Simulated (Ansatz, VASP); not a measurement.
## Ga2O3 in VASP and in Ansatz

```xyz
10
Lattice="2.4923 1.4389 4.4358 -2.4923 1.4389 4.4358 0.0000 -2.8778 4.4358" Properties=species:S:1:pos:R:3 pbc="T T T"
Ga    0.0000    0.0000   11.3884
Ga    0.0000    0.0000    8.5729
Ga    0.0000    0.0000    1.9191
Ga    0.0000    0.0000    4.7346
O     0.7563    1.5678    5.5448
O     0.9796   -1.4389    5.5448
O    -1.7359   -0.1289    5.5448
O    -0.7563   -1.5678    7.7627
O     1.7359    0.1289    7.7627
O    -0.9796    1.4389    7.7627
```

Change from the starting cell: uniaxial_z strain -1.0%.

Alike in both runs: task single point; functional r2SCAN; k mesh 6 × 6 × 6; no spin polarisation.

|  | VASP | Ansatz |
| --- | --- | --- |
| version | VASP 6.6.1 | Ansatz 0.2.0 |
| potentials or method | VASP PAW PBE potentials, release 64 (Ga_d, O) | plane waves, PAW |
| plane-wave cutoff (eV) | 520 | 500 |
| occupations | gaussian, width 0.01 eV | fixed |
| valence electrons in the cell | 88 | 88 |

Ansatz gave:

- gap on the k mesh at the Fermi level (eV): 3.65
- pressure (GPa): 2.2
- traceless stress, the component that is largest in VASP (GPa): 1.60
- rms of the force components (eV/Å): 0.000

Q: What did VASP give for the same quantities?

A: gap on the k mesh at the Fermi level (eV): 3.64; pressure (GPa): 4.2; traceless stress, the component that is largest in VASP (GPa): 1.19; rms of the force components (eV/Å): 0.022.

VASP's potentials were made for PBE, not for r2SCAN. Atom by atom the forces differ by 0.022 eV/Å (rms over components).
